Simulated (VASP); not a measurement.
KI:

```
CELL_PARAMETERS angstrom
0.00000 3.54428 3.54428
3.54428 0.00000 3.54428
3.54428 3.54428 0.00000
ATOMIC_POSITIONS crystal
K 0.00000 0.00000 0.00000
I 0.50000 0.50000 0.50000
```

Base run:

```yaml
Program: VASP 6.6.1
Functional: PBE
Potentials_or_basis: VASP PAW PBE potentials, release 64 (K_sv, I)
Cutoff: 520 eV
k_mesh: 6 × 6 × 6
Occupations: gaussian, width 0.01 eV
Spin: no spin polarisation
```

Its results: band gap on the k mesh 3.94 eV; pressure 0.5 GPa.

Task: The run is repeated on the same cell with these changes: functional from PBE to r2SCAN. What comes out?

Result: Band gap on the k mesh 4.58 eV; pressure 0.0 GPa.

Caveats: spin-orbit coupling is left out, which moves the levels of the heavy elements; the PAW data sets were made with another functional, which shifts forces and pressure a little (at least some runs).

